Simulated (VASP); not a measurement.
# HfC (Fm-3m) in VASP: notebook, part 2 of 2

VASP 6.6.1. The steps go on from the part before.

### Step 3. Single point, RPBE+D3(BJ), collinear spin, ferromagnetic start (volume scaled by 1.02)

The input, INCAR:

```
SYSTEM = HfC
  ALGO = Normal
  EDIFF = 1E-6
  ENCUT = 520
  GGA = RP
  ISIF = 2
  ISMEAR = -1
  ISPIN = 2
  IVDW = 12
  LASPH = .True.
  LCHARG = .False.
  LMAXMIX = 4
  LORBIT = 11
  LREAL = .False.
  LWAVE = .False.
  MAGMOM = 1 0
  NBANDS = 18
  NELM = 150
  NUPDOWN = 1.0
  PREC = Accurate
  SIGMA = 0.1
```

The input, KPOINTS:

```
k-points
0
Gamma
  10 10 10
  0 0 0
```

The input, POSCAR:

```
HfC
1.0
    0.0000000000      2.3403977997      2.3403977997
    2.3403977997      0.0000000000      2.3403977997
    2.3403977997      2.3403977997      0.0000000000
Hf C
1 1
Direct
    0.5000000000      0.5000000000      0.5000000000
    0.0000000000      0.0000000000      0.0000000000
```

Potentials or basis: VASP PAW PBE potentials, release 64 (Hf_pv, C).

On the command line:

```bash
$ cat potpaw_PBE.64/Hf_pv/POTCAR potpaw_PBE.64/C/POTCAR > POTCAR
$ mpirun -np 1 vasp_std > vasp.out
```

OUTCAR:

```text
SYSTEM = HfC
   EDIFF = 1E-6
   ENCUT = 520
   GGA = RP
   ISIF = 2
   ISMEAR = -1
   ISPIN = 2
   IVDW = 12
   LASPH = .True.
   LORBIT = 11
   LREAL = .False.
   NELM = 150
   NUPDOWN = 1.0
   PREC = Accurate
 IVDW          = 12

 ion  position               nearest neighbor table
   1  0.500  0.500  0.500-   2 2.34   2 2.34   2 2.34   2 2.34   2 2.34   2 2.34
   2  0.000  0.000  0.000-   1 2.34   1 2.34   1 2.34   1 2.34   1 2.34   1 2.34

  LATTYP: Found a face centered cubic cell.
 ALAT       =     4.6807955994

  Lattice vectors:

 A1 = (   0.0000000000,   2.3403977997,   2.3403977997)
 A2 = (   2.3403977997,   0.0000000000,   2.3403977997)
 A3 = (   2.3403977997,   2.3403977997,   0.0000000000)

Analysis of symmetry for initial positions (statically):
=====================================================================
 Subroutine PRICEL returns:
 Original cell was already a primitive cell.

 Routine SETGRP: Setting up the symmetry group for a
 face centered cubic supercell.

 Subroutine GETGRP returns: Found 48 space group operations
 (whereof 48 operations were pure point group operations)
 out of a pool of 48 trial point group operations.

The static configuration has the point symmetry O_h .

Analysis of symmetry for dynamics (positions and initial velocities):
=====================================================================
 Subroutine PRICEL returns:
 Original cell was already a primitive cell.

 Routine SETGRP: Setting up the symmetry group for a
 face centered cubic supercell.

 Subroutine GETGRP returns: Found 48 space group operations
 (whereof 48 operations were pure point group operations)
 out of a pool of 48 trial point group operations.

The dynamic configuration has the point symmetry O_h .

Analysis of structural, dynamic, and magnetic symmetry:
=====================================================================
 Subroutine PRICEL returns:
 Original cell was already a primitive cell.

 Routine SETGRP: Setting up the symmetry group for a
 face centered cubic supercell.

 Subroutine GETGRP returns: Found 48 space group operations
 (whereof 48 operations were pure point group operations)
 out of a pool of 48 trial point group operations.

The overall configuration has the point symmetry O_h .

 Subroutine INISYM returns: Found 48 space group operations
 (whereof 48 operations are pure point group operations),
 and found     1 'primitive' translations

----------------------------------------------------------------------------------------

                                     Primitive cell

  volume of cell :      25.6389

  direct lattice vectors                    reciprocal lattice vectors
     0.000000000  2.340397800  2.340397800    -0.213638895  0.213638895  0.213638895
     2.340397800  0.000000000  2.340397800     0.213638895 -0.213638895  0.213638895
     2.340397800  2.340397800  0.000000000     0.213638895  0.213638895 -0.213638895

  length of vectors
     3.309822310  3.309822310  3.309822310     0.370033421  0.370033421  0.370033421

  position of ions in fractional coordinates (direct lattice)
     0.500000000  0.500000000  0.500000000
     0.000000000  0.000000000  0.000000000

  ion indices of the primitive-cell ions
   primitive index   ion index
                 1           1
                 2           2

----------------------------------------------------------------------------------------

 KPOINTS: k-points

[... 65 lines left out ...]
   ENCUT  =  520.0 eV  38.22 Ry    6.18 a.u.   6.15  6.15  6.15*2*pi/ulx,y,z
   NELM   =    150;   NELMIN=  2; NELMDL= -5     # of ELM steps
   EDIFF  = 0.1E-05   stopping-criterion for ELM
   LREAL  =      F    real-space projection
   EDIFFG = 0.1E-04   stopping-criterion for IOM
   NSW    =      0    number of steps for IOM
   IBRION =     -1    ionic relax: 0-MD 1-quasi-New 2-CG
   NFREE  =      0    steps in history (QN), initial steepest desc. (CG)
   ISIF   =      2    stress and relaxation
   ISYM   =      2    0-nonsym 1-usesym 2-fastsym
   POTIM  = 0.5000    time-step for ionic-motion
   TEBEG  =    0.0;   TEEND  =   0.0 temperature during run
   PSTRESS=    0.0 pullay stress
   NELECT =      14.0000    total number of electrons
   NUPDOWN=       1.0000    fix difference up-down
   EMIN   =  10.00;   EMAX   =-10.00  energy-range for DOS
   EFERMI =   0.00;   METHOD = LEGACY
   ISMEAR =    -1;   SIGMA  =   0.10  broadening in eV -4-tet -1-fermi 0-gaus
   EFERMI_NEDOS =   21; number of points for ismear=-14 and -15
   IALGO  =     38    algorithm
   IMIX   =      4    mixing-type and parameters
     AMIX     =   0.40;   BMIX     =  1.00
     AMIX_MAG =   1.60;   BMIX_MAG =  1.00
  volume/ion in A,a.u.               =      12.82        86.51
  Fermi-wavevector in a.u.,A,eV,Ry     =   1.338087  2.528619 24.360932  1.790478
  Thomas-Fermi vector in A             =   2.466585
   LORBIT       =     11    0 simple, 1 ext, 2 COOP (PROOUT), +10 PAW based schemes
   GGA     = RP    functional components
   LHFCALC =     F    Hartree Fock is set to
   AEXX    =    0.0000 exact exchange contribution
   IVDW    =    12    specifies the selected vdW correction
   LEPSILON=     F    determine dielectric tensor
   LRPA    =     F    only Hartree local field effects (RPA)
 spin polarized calculation
  energy-cutoff  :      520.00
  volume of cell :       25.64
 maximum number of plane-waves:       701
 NGX is ok and might be reduce to    28
   NGX = 13   NGY = 13   NGZ = 13

 number of electron      14.0000001 magnetization       1.0000000

 Free energy of the ion-electron system (eV)
  ---------------------------------------------------
  ext. energy  EPLUGINS =         0.00000000
  ---------------------------------------------------
  free energy    TOTEN  =       -19.09454965 eV

  energy without entropy =      -19.06660439  energy(sigma->0) =      -19.08057702

 E-fermi :   4.5072     XC(G=0): -12.1232

 val. band max:        7.9653375685   @ k =  -0.4000   0.3000   0.0000
 cond. band min:       4.5195180123   @ k =   0.5000   0.5000   0.0000
 fundamental gap:     -3.4458195562
 Fermi energy:         8.0178607216

 spin component 1

 k-point     1 :       0.0000    0.0000    0.0000
  band No.  band energies     occupation
      1     -23.7521      1.00000
      2     -23.7521      1.00000
      3     -23.7521      1.00000
      4      -6.7567      1.00000
      5       6.3901      1.00000
      6       6.3901      1.00000
[... 493 lines left out ...]
     17      22.1843      0.00000
     18      24.8288      0.00000

 [... further k-points ...]

 spin component 2

 k-point     1 :       0.0000    0.0000    0.0000
  band No.  band energies     occupation
      1     -23.5645      1.00000
      2     -23.5645      1.00000
      3     -23.5645      1.00000
      4      -6.1275      1.00000
      5       7.0770      0.00000
      6       7.0770      0.00000
[... 493 lines left out ...]
     17      22.7410      0.00000
     18      25.3028      0.00000

 [... further k-points ...]

------------------------ aborting loop because EDIFF is reached ----------------------------------------

 Edisp (eV)   -4.49524

 E8    (eV) :    -3.2152

  FORCE on cell =-STRESS in cart. coord.  units (eV):
  Direction    XX          YY          ZZ          XY          YZ          ZX
  --------------------------------------------------------------------------------------
  -------------------------------------------------------------------------------------
  Total      -4.36631    -4.36631    -4.36631     0.00000    -0.00000     0.00000
  in kB    -272.85161  -272.85161  -272.85161     0.00000    -0.00000     0.00000
  external pressure =     -272.85 kB  Pullay stress =        0.00 kB

 VOLUME and BASIS-vectors are now :
 -----------------------------------------------------------------------------
  energy-cutoff  :      520.00
  volume of cell :       25.64
      direct lattice vectors                 reciprocal lattice vectors
     0.000000000  2.340397800  2.340397800    -0.213638895  0.213638895  0.213638895
     2.340397800  0.000000000  2.340397800     0.213638895 -0.213638895  0.213638895
     2.340397800  2.340397800  0.000000000     0.213638895  0.213638895 -0.213638895

 POSITION                                       TOTAL-FORCE (eV/Angst)
 -----------------------------------------------------------------------------------
      2.34040      2.34040      2.34040        -0.000000     -0.000000      0.000000
      0.00000      0.00000      0.00000         0.000000      0.000000     -0.000000
 -----------------------------------------------------------------------------------
    total drift:                                0.000000      0.000000      0.000000

  FREE ENERGIE OF THE ION-ELECTRON SYSTEM (eV)
  ---------------------------------------------------
  free  energy   TOTEN  =       -23.5897905500 eV

  energy  without entropy=      -23.5618452914  energy(sigma->0) =      -23.57581792

 total charge

# of ion       s       p       d       tot
------------------------------------------
    1        0.306   6.558   1.666   8.531
    2        0.888   1.478   0.000   2.366
--------------------------------------------------
tot          1.194   8.036   1.666  10.897

 magnetization (x)

# of ion       s       p       d       tot
------------------------------------------
    1        0.006   0.057   0.311   0.373
    2        0.012   0.257   0.000   0.269
--------------------------------------------------
tot          0.018   0.314   0.311   0.642
```

OSZICAR:

```text
N       E                     dE             d eps       ncg     rms          rms(c)
DAV:   1     0.297603366812E+02    0.29760E+02   -0.69503E+03  3392   0.731E+02
DAV:   2    -0.199812695754E+02   -0.49742E+02   -0.46822E+02  4542   0.183E+02
DAV:   3    -0.214430295887E+02   -0.14618E+01   -0.14485E+01  3876   0.220E+01
DAV:   4    -0.214479598734E+02   -0.49303E-02   -0.49295E-02  4088   0.153E+00
DAV:   5    -0.214479739639E+02   -0.14091E-04   -0.14090E-04  3794   0.792E-02    0.518E+01
DAV:   6    -0.190928797773E+02    0.23551E+01   -0.47527E+00  3562   0.117E+01    0.389E+01
DAV:   7    -0.190952984748E+02   -0.24187E-02   -0.37548E-01  3680   0.384E+00    0.210E+01
DAV:   8    -0.191020374570E+02   -0.67390E-02   -0.80126E-02  3638   0.177E+00    0.428E+00
DAV:   9    -0.190950260178E+02    0.70114E-02   -0.13131E-02  3560   0.724E-01    0.998E-01
DAV:  10    -0.190945079076E+02    0.51811E-03   -0.20661E-03  3844   0.263E-01    0.508E-01
DAV:  11    -0.190945791938E+02   -0.71286E-04   -0.37065E-04  3678   0.144E-01    0.173E-01
DAV:  12    -0.190945484569E+02    0.30737E-04   -0.21011E-05  3662   0.348E-02    0.583E-02
DAV:  13    -0.190945497518E+02   -0.12948E-05   -0.19282E-06  3512   0.960E-03    0.856E-03
DAV:  14    -0.190945496493E+02    0.10253E-06   -0.60353E-07  2286   0.651E-03
   1 F= -.23589791E+02 E0= -.23575818E+02  d E =-.279453E-01  mag=     1.0000
```

Run time: 23 s. Hardware: 1 thread of Intel Xeon 6975P-C (Granite Rapids), shared host; peak memory 0.2 GiB.

Results:

- Free energy: -23.5898 eV
- Pressure: -27.3 GPa
- Net moment: 1.00 μB per cell
- Site moments: Hf +0.37; C +0.27 μB
- Valence electrons inside the program's atomic spheres: Hf 8.53; C 2.37
- Dispersion energy per atom: -2.248 eV

Caveat: three body term missing; the PAW data sets were made with another functional, which shifts forces and pressure a little; spin-orbit coupling is left out, which moves the levels of the heavy elements; the total moment is fixed, so each spin has its own Fermi level.

### Step 4. Single point, RPBE+D3(BJ), collinear spin, ferromagnetic start (volume scaled by 1.04)

The input, INCAR:

```
SYSTEM = HfC
PREC = Accurate
ENCUT = 520
EDIFF = 1E-6
ISMEAR = -1
SIGMA = 0.1
LREAL = .FALSE.
LASPH = .TRUE.
NELM = 150
ALGO = Normal
ISIF = 2
LWAVE = .FALSE.
LCHARG = .FALSE.
ISPIN = 2
MAGMOM = 1 0
LORBIT = 11
NUPDOWN = 1.0
LMAXMIX = 4
GGA = RP
IVDW = 12
NBANDS = 18
```

The input, KPOINTS:

```
regular mesh
0
G
  10 10 10
  0 0 0
```

The input, POSCAR:

```
HfC
1.0
    0.0000000000      2.3555956139      2.3555956139
    2.3555956139      0.0000000000      2.3555956139
    2.3555956139      2.3555956139      0.0000000000
Hf C
1 1
Direct
    0.5000000000      0.5000000000      0.5000000000
    0.0000000000      0.0000000000      0.0000000000
```

Potentials or basis: VASP PAW PBE potentials, release 64 (Hf_pv, C).

On the command line:

```bash
$ cat potpaw_PBE.64/Hf_pv/POTCAR potpaw_PBE.64/C/POTCAR > POTCAR
$ mpirun -np 1 vasp_std > vasp.out
```

OUTCAR:

```text
SYSTEM = HfC
   PREC = Accurate
   ENCUT = 520
   EDIFF = 1E-6
   ISMEAR = -1
   LREAL = .FALSE.
   LASPH = .TRUE.
   NELM = 150
   ISIF = 2
   ISPIN = 2
   LORBIT = 11
   NUPDOWN = 1.0
   GGA = RP
   IVDW = 12
 IVDW          = 12

 ion  position               nearest neighbor table
   1  0.500  0.500  0.500-   2 2.36   2 2.36   2 2.36   2 2.36   2 2.36   2 2.36
   2  0.000  0.000  0.000-   1 2.36   1 2.36   1 2.36   1 2.36   1 2.36   1 2.36

  LATTYP: Found a face centered cubic cell.
 ALAT       =     4.7111912278

  Lattice vectors:

 A1 = (   0.0000000000,   2.3555956139,   2.3555956139)
 A2 = (   2.3555956139,   0.0000000000,   2.3555956139)
[... 1226 lines left out ...]

 VOLUME and BASIS-vectors are now :
 -----------------------------------------------------------------------------
  energy-cutoff  :      520.00
  volume of cell :       26.14
      direct lattice vectors                 reciprocal lattice vectors
     0.000000000  2.355595614  2.355595614    -0.212260541  0.212260541  0.212260541
     2.355595614  0.000000000  2.355595614     0.212260541 -0.212260541  0.212260541
     2.355595614  2.355595614  0.000000000     0.212260541  0.212260541 -0.212260541

 POSITION                                       TOTAL-FORCE (eV/Angst)
 -----------------------------------------------------------------------------------
      2.35560      2.35560      2.35560         0.000000      0.000000      0.000000
      0.00000      0.00000      0.00000        -0.000000      0.000000     -0.000000
 -----------------------------------------------------------------------------------
    total drift:                                0.000000      0.000000      0.000000

  FREE ENERGIE OF THE ION-ELECTRON SYSTEM (eV)
  ---------------------------------------------------
  free  energy   TOTEN  =       -23.4989394628 eV

  energy  without entropy=      -23.4702685540  energy(sigma->0) =      -23.48460401

 total charge

# of ion       s       p       d       tot
------------------------------------------
    1        0.301   6.537   1.636   8.475
    2        0.886   1.467   0.000   2.353
--------------------------------------------------
tot          1.187   8.004   1.636  10.828

 magnetization (x)

# of ion       s       p       d       tot
------------------------------------------
    1        0.006   0.055   0.310   0.371
    2        0.011   0.254   0.000   0.266
--------------------------------------------------
tot          0.017   0.309   0.310   0.637
```

stdout:

```text
POSCAR found type information on POSCAR HfC
 POSCAR found :  2 types and       2 ions
 scaLAPACK will be used
 -----------------------------------------------------------------------------
|                                                                             |
|                                                                             |
|     You enforced a specific xc type in the INCAR file but a different       |
|     I HOPE YOU KNOW WHAT YOU ARE DOING!                                     |
|                                                                             |
 -----------------------------------------------------------------------------

 LDA part: xc-table for (Slater+PW92), standard interpolation
 POSCAR, INCAR and KPOINTS ok, starting setup
 FFT: planning ... GRIDC
 FFT: planning ... GRID_SOFT
 FFT: planning ... GRID
 WAVECAR not read
 entering main loop
```

Wall time 23 s (1 thread of Intel Xeon 6975P-C (Granite Rapids), shared host); peak memory 0.2 GiB.

Results:

| Property | Result |
| --- | --- |
| Free energy | -23.4989 eV |
| Pressure | -30.7 GPa |
| Net moment | 1.00 μB per cell |
| Site moments | Hf +0.37; C +0.27 μB |
| Valence electrons inside the program's atomic spheres | Hf 8.47; C 2.35 |
| Dispersion energy per atom | -2.200 eV |

Caveat: three body term missing; the PAW data sets were made with another functional, which shifts forces and pressure a little; spin-orbit coupling is left out, which moves the levels of the heavy elements; the total moment is fixed, so each spin has its own Fermi level.

### Step 5. The runs side by side

| cell | pressure (GPa) | moment (μB) |
| --- | --- | --- |
| a = 3.288 Å, angles 60.0°, 2 atoms | -23.5 | 1.00 |
| a = 3.310 Å, angles 60.0°, 2 atoms | -27.3 | 1.00 |
| a = 3.331 Å, angles 60.0°, 2 atoms | -30.7 | 1.00 |

Alike in all rows: task single point; level RPBE+D3(BJ); potentials or basis VASP PAW PBE potentials, release 64 (Hf_pv, C); spin collinear, ferromagnetic start; fixed moment (μB) 1.0; k mesh 10 × 10 × 10; cutoff (eV) 520; smearing fermi-dirac 0.1 eV.

Caveats: three body term missing; the PAW data sets were made with another functional, which shifts forces and pressure a little; spin-orbit coupling is left out, which moves the levels of the heavy elements; the total moment is fixed, so each spin has its own Fermi level.

Total energies depend on the potentials used, so only differences within one code and one set of settings carry meaning.
